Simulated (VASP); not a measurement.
Runs of VASP 6.6.1 on InP. The structure is that of space group F-43m (No. 216), or close to it. The cells are those of the table. 

| level | spin | cell | k mesh | smearing | grid for exact exchange (PRECFOCK) | share of exact exchange | screening parameter | gap on the mesh (eV) | pressure (GPa) |
| --- | --- | --- | --- | --- | --- | --- | --- | --- | --- |
| HSE06 | off | a = 4.261 Å, angles 60.0°, 2 atoms | 6 × 6 × 6 | gaussian 0.01 eV | Normal | 0.25 | 0.2079 1/Å | (a) | (b) |
| HSE06 | off | a = 4.052 Å, angles 60.0°, 2 atoms | 6 × 6 × 6 | gaussian 0.01 eV | Normal | 0.25 | 0.2079 1/Å | 1.91 | 7.2 |
| r2SCAN | non-collinear, zero start, SOC | a = 4.010 Å, angles 60.0°, 2 atoms | 8 × 8 × 8 | fermi-dirac 0.02 eV | - | - | - | - | 10.8 |
| HSE06 | off | a = 4.219 Å, angles 60.0°, 2 atoms | 6 × 6 × 6 | gaussian 0.01 eV | Normal | 0.25 | 0.2079 1/Å | 1.17 | -2.3 |
| HSE06 | off | a = 4.177 Å, angles 60.0°, 2 atoms | 6 × 6 × 6 | gaussian 0.01 eV | Normal | 0.25 | 0.2079 1/Å | 1.35 | (c) |

Alike in all rows: task single point; potentials or basis VASP PAW PBE potentials, release 64 (In_d, P); cutoff (eV) 520.

Problem. Estimate the missing entries.

Solution. (a) 0.99; (b) -3.9; (c) -0.4.

Caveats: the PAW data sets were made with another functional, which shifts forces and pressure a little; spin-orbit coupling is left out, which moves the levels of the heavy elements (at least some runs); the cell stands under pressure (at least some runs); the cell stands under tension (at least some runs).

A k mesh can miss the band edges, and rows without SOC leave out spin-orbit coupling on In.
